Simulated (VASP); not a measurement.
# Ta2B2O (P4/mmm) in VASP: notebook, part 2 of 3

VASP 6.6.1. Earlier steps stand in the parts before.

## (3) Single point, PBE

This run uses another cell than the first one, of 11.70 Å³/atom.

Contents of INCAR:

```
  PREC = Accurate
  ENCUT = 520
  EDIFF = 1E-7
  ISMEAR = 0
  SIGMA = 0.1
  LREAL = False
  LASPH = True
  NELM = 80
  ALGO = Normal
  ISIF = 2
  LWAVE = False
  LCHARG = False
  GGA = PE
  NBANDS = 25
```

Contents of KPOINTS:

```
Automatic mesh
0
Gamma
  10 10 12
```

Contents of POSCAR:

```
Ta2B2O
1.0
    4.3020082352      0.0000000000      0.0000000000
    0.0000000000      4.3020082352      0.0000000000
    0.0000000000      0.0000000000      3.1614945554
Ta B O
2 2 1
Direct
    0.0000000000      0.5000000000      0.5000000000
    0.5000000000      0.0000000000      0.5000000000
    0.5000000000      0.5000000000      0.7519691983
    0.5000000000      0.5000000000      0.2480308017
    0.0000000000      0.0000000000      0.0000000000
```

Potentials or basis: VASP PAW PBE potentials, release 64 (Ta_pv, B, O).

The run is started by

```sh
cat potpaw_PBE.64/Ta_pv/POTCAR potpaw_PBE.64/B/POTCAR potpaw_PBE.64/O/POTCAR > POTCAR
mpirun -np 1 vasp_std > vasp.out
```

OUTCAR:

```text
PREC = Accurate
   ENCUT = 520
   EDIFF = 1E-7
   ISMEAR = 0
   LREAL = False
   LASPH = True
   NELM = 80
   ISIF = 2
   GGA = PE

 ion  position               nearest neighbor table
   1  0.000  0.500  0.500-   3 2.29   4 2.29   3 2.29   4 2.29   5 2.67   5 2.67   5 2.67   5 2.67
                             2 3.04   2 3.04   2 3.04   2 3.04
   2  0.500  0.000  0.500-   3 2.29   4 2.29   3 2.29   4 2.29   5 2.67   5 2.67   5 2.67   5 2.67
                             1 3.04   1 3.04   1 3.04   1 3.04
   3  0.500  0.500  0.752-   4 1.57   4 1.59   1 2.29   2 2.29   2 2.29   1 2.29
   4  0.500  0.500  0.248-   3 1.57   3 1.59   2 2.29   1 2.29   2 2.29   1 2.29
   5  0.000  0.000  0.000-   1 2.67   2 2.67   1 2.67   2 2.67   1 2.67   1 2.67   2 2.67   2 2.67

  LATTYP: Found a simple tetragonal cell.
 ALAT       =     4.3020082352
 C/A-ratio  =     0.7348880761

  Lattice vectors:

 A1 = (   4.3020082352,   0.0000000000,   0.0000000000)
 A2 = (   0.0000000000,   4.3020082352,   0.0000000000)
 A3 = (   0.0000000000,   0.0000000000,   3.1614945554)

Analysis of symmetry for initial positions (statically):
[... 182 lines left out ...]
 val. band max:        6.1293931458   @ k =   0.2000   0.2000   0.3333
 cond. band min:       6.1373223665   @ k =   0.0000   0.0000   0.2500
 fundamental gap:      0.0079292207
 Fermi energy:         6.1327458411

 k-point     1 :       0.0000    0.0000    0.0000
  band No.  band energies     occupation
      1     -29.0124      2.00000
      2     -29.0124      2.00000
      3     -28.6045      2.00000
      4     -28.5179      2.00000
      5     -28.5179      2.00000
      6     -28.5168      2.00000
[... 661 lines left out ...]
     24      10.6232      0.00000
     25      11.5284      0.00000

 [... further k-points ...]

------------------------ aborting loop because EDIFF is reached ----------------------------------------

  FORCE on cell =-STRESS in cart. coord.  units (eV):
  Direction    XX          YY          ZZ          XY          YZ          ZX
  --------------------------------------------------------------------------------------
  -------------------------------------------------------------------------------------
  Total        0.1014359      0.1014359      0.0322803      0.0000000      0.0000000      0.0000000
  in kB        2.7775839      2.7775839      0.8839210      0.0000000      0.0000000      0.0000000
  external PRESSURE =       2.1463629 kB  Pullay stress =       0.0000000 kB

 VOLUME and BASIS-vectors are now :
 -----------------------------------------------------------------------------
  energy-cutoff  :      520.00
  volume of cell :       58.51
      direct lattice vectors                 reciprocal lattice vectors
     4.302008235  0.000000000  0.000000000     0.232449578  0.000000000  0.000000000
     0.000000000  4.302008235  0.000000000     0.000000000  0.232449578  0.000000000
     0.000000000  0.000000000  3.161494555     0.000000000  0.000000000  0.316306096

 POSITION                                       TOTAL-FORCE (eV/Angst)
 -----------------------------------------------------------------------------------
      0.00000      2.15100      1.58075         0.000000      0.000000      0.000000
      2.15100      0.00000      1.58075         0.000000      0.000000      0.000000
      2.15100      2.15100      2.37735         0.000000      0.000000      0.036702
      2.15100      2.15100      0.78415         0.000000     -0.000000     -0.036702
      0.00000      0.00000      0.00000         0.000000      0.000000      0.000000
 -----------------------------------------------------------------------------------
    total drift:                                0.000000      0.000000     -0.000000

  FREE ENERGIE OF THE ION-ELECTRON SYSTEM (eV)
  ---------------------------------------------------
  free  energy   TOTEN  =       -41.4844610881 eV

  energy  without entropy=      -41.4546358273  energy(sigma->0) =      -41.46954846
```

OSZICAR:

```text
N       E                     dE             d eps       ncg     rms          rms(c)
DAV:   1     0.252668440765E+03    0.25267E+03   -0.18038E+04  7350   0.137E+03
DAV:   2    -0.389114328234E+02   -0.29158E+03   -0.27981E+03  8752   0.382E+02
DAV:   3    -0.508437078311E+02   -0.11932E+02   -0.11658E+02  9477   0.710E+01
DAV:   4    -0.510035585190E+02   -0.15985E+00   -0.15896E+00  8526   0.820E+00
DAV:   5    -0.510056804955E+02   -0.21220E-02   -0.21190E-02  9481   0.842E-01    0.246E+01
DAV:   6    -0.416630595984E+02    0.93426E+01   -0.41810E+01  8350   0.317E+01    0.848E+00
DAV:   7    -0.415887959480E+02    0.74264E-01   -0.26505E+00  8997   0.978E+00    0.530E+00
DAV:   8    -0.414965252469E+02    0.92271E-01   -0.33027E-01  9162   0.365E+00    0.341E+00
DAV:   9    -0.414848870424E+02    0.11638E-01   -0.49044E-02  8391   0.144E+00    0.422E-01
DAV:  10    -0.414845129513E+02    0.37409E-03   -0.53831E-03  8557   0.465E-01    0.237E-01
DAV:  11    -0.414844546433E+02    0.58308E-04   -0.68783E-04  8830   0.162E-01    0.725E-02
DAV:  12    -0.414844659523E+02   -0.11309E-04   -0.73997E-05  8822   0.555E-02    0.223E-02
DAV:  13    -0.414844614616E+02    0.44908E-05   -0.13825E-05  8421   0.235E-02    0.493E-03
DAV:  14    -0.414844612304E+02    0.23120E-06   -0.17798E-06  8419   0.737E-03    0.204E-03
DAV:  15    -0.414844611212E+02    0.10915E-06   -0.10606E-07  4435   0.215E-03    0.803E-04
DAV:  16    -0.414844610881E+02    0.33137E-07   -0.37953E-08  3971   0.118E-03
   1 F= -.41484461E+02 E0= -.41469548E+02  d E =-.298253E-01
```

stdout:

```text
POSCAR found type information on POSCAR TaB O
 POSCAR found :  3 types and       5 ions
 scaLAPACK will be used
 LDA part: xc-table for (Slater+PW92), standard interpolation
 POSCAR, INCAR and KPOINTS ok, starting setup
 FFT: planning ... GRIDC
 FFT: planning ... GRID_SOFT
 FFT: planning ... GRID
 WAVECAR not read
 entering main loop
```

Run time: 1.7 min. Hardware: 1 thread of AMD EPYC 9R45 (Zen 5), shared host; peak memory 0.28 GiB.

Results:

| Item | Value |
| --- | --- |
| Free energy | -41.4845 eV |
| Pressure | 0.2 GPa |
| Largest force | 0.037 eV/Å |
| Band gap on the k mesh | zero (bands 17 and 18 overlap by 1.11 eV) |

Forces on the atoms (eV/Å):
```
Ta   0.000  0.000  0.000
Ta   0.000  0.000  0.000
B    0.000  0.000  0.037
B    0.000  0.000 -0.037
O    0.000  0.000  0.000
```

Levels at points of the mesh, in eV from the Fermi level:
| k point | band 15 | band 16 | band 17 | band 18 | band 19 | band 20 |
| --- | --- | --- | --- | --- | --- | --- |
| (0.00, 0.00, 0.00) | -2.24 | -1.93 | -1.89 | -0.31 | -0.27 | -0.27 |
| (0.50, 0.00, 0.00) | -1.76 | -0.52 | -0.13 | -0.05 | 0.25 | 0.28 |
| (0.50, 0.50, 0.00) | -1.63 | -1.63 | -1.48 | 1.89 | 1.89 | 2.71 |
| (0.00, 0.00, 0.50) | -2.30 | 0.33 | 0.33 | 1.71 | 2.99 | 2.99 |
| (0.50, 0.00, 0.50) | -1.93 | -1.79 | -0.22 | 0.79 | 1.72 | 1.81 |
| (0.50, 0.50, 0.50) | -0.56 | -0.15 | -0.15 | 0.06 | 0.06 | 1.20 |

Caveat: spin-orbit coupling is left out, which moves the levels of the heavy elements.

(Continued in part 3 of 3.)
